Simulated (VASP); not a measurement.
Write the native input for VASP 6.6.1 that does the following.

| Property | Result |
| --- | --- |
| Task | single point |
| Functional | PBEsol |
| Potentials or basis | VASP PAW PBE potentials, release 64 (C, O) |
| Cutoff | 520 eV |
| k mesh | 5 × 5 × 4 |
| Occupations | fermi-dirac, width 0.15 eV |
| Spin | no spin polarisation |
| Dipole correction | no |
| Further INCAR settings | ALGO = Normal; EDIFF = 1e-06; NBANDS = 25 |

The structure of CO2 lies in POSCAR:

```
CO2
1.0
    3.5161000000      0.0000000000      0.0000000000
    0.0000000000      3.5161000000      0.0000000000
    0.0000000000      0.0000000000      4.1043000000
C O
2 4
Direct
    0.0000000000      0.0000000000      0.0000000000
    0.5000000000      0.5000000000      0.5000000000
    0.2300000000      0.2300000000      0.0000000000
    0.2700000000      0.7300000000      0.5000000000
    0.7700000000      0.7700000000      0.0000000000
    0.7300000000      0.2700000000      0.5000000000
```

These files were run (other wordings do the same):

INCAR

```
PREC = Accurate ; ENCUT = 520
EDIFF = 1E-6 ; ISMEAR = -1
SIGMA = 0.15 ; LREAL = F
LASPH = T ; NELM = 80
ALGO = Normal ; ISIF = 2
LWAVE = F ; LCHARG = F
GGA = PS ; NBANDS = 25
```

KPOINTS

```
regular mesh
0
Gamma
  5 5 4
```

Potentials or basis: VASP PAW PBE potentials, release 64 (C, O).

Command:

```sh
$ cat potpaw_PBE.64/C/POTCAR potpaw_PBE.64/O/POTCAR > POTCAR
$ mpirun -np 1 vasp_std > vasp.out
```

It gave:

| Property | Result |
| --- | --- |
| Pressure | 34.4 GPa |
| Largest force | 2.526 eV/Å |
| Band gap on the k mesh | 5.96 eV, indirect (least direct gap 6.78 eV) |

Caveat: the PAW data sets were made with another functional, which shifts forces and pressure a little.

Wall time 9.7 s on 1 thread of Intel(R) Xeon(R) 6975P-C (Granite Rapids) (shared host), peak memory 0.16 GiB.
